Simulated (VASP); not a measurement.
Zn, 2 atoms in the cell. The typed cell holds 2 atoms: a = 2.851 Å, b = 2.851 Å, c = 5.026 Å, α = 104.17°, β = 104.17°, γ = 124.63°. 

| Item | Value |
| --- | --- |
| Program | VASP 6.6.1 |
| Task | single point |
| Functional | r2SCAN |
| Potentials or basis | VASP PAW PBE potentials, release 64 (Zn) |
| Cutoff | 520 eV |
| k mesh | 13 × 13 × 9 |
| Occupations | fermi-dirac, width 0.1 eV |
| Spin | no spin polarisation |
| Dipole correction | no |
| Further INCAR settings | ALGO = Normal; EDIFF = 1e-06; NBANDS = 19; ISYM = 0 |

Potentials or basis: VASP PAW PBE potentials, release 64 (Zn).

Run with:

```sh
$ cat potpaw_PBE.64/Zn/POTCAR > POTCAR
$ cp INCAR.step1 INCAR
$ mpirun -np 1 vasp_std > vasp.out
$ cp INCAR.step2 INCAR
$ mpirun -np 1 vasp_std > vasp.out
```

Hardware: 1 thread of AMD EPYC 9R45 96-Core Processor (Zen 5), with other jobs on the host.

Question: Estimate the wall time of this run.

Answer: Wall time 16 min on 1 thread of AMD EPYC 9R45 96-Core Processor (Zen 5) (shared host), peak memory 0.4 GiB. Counts: k points 761.
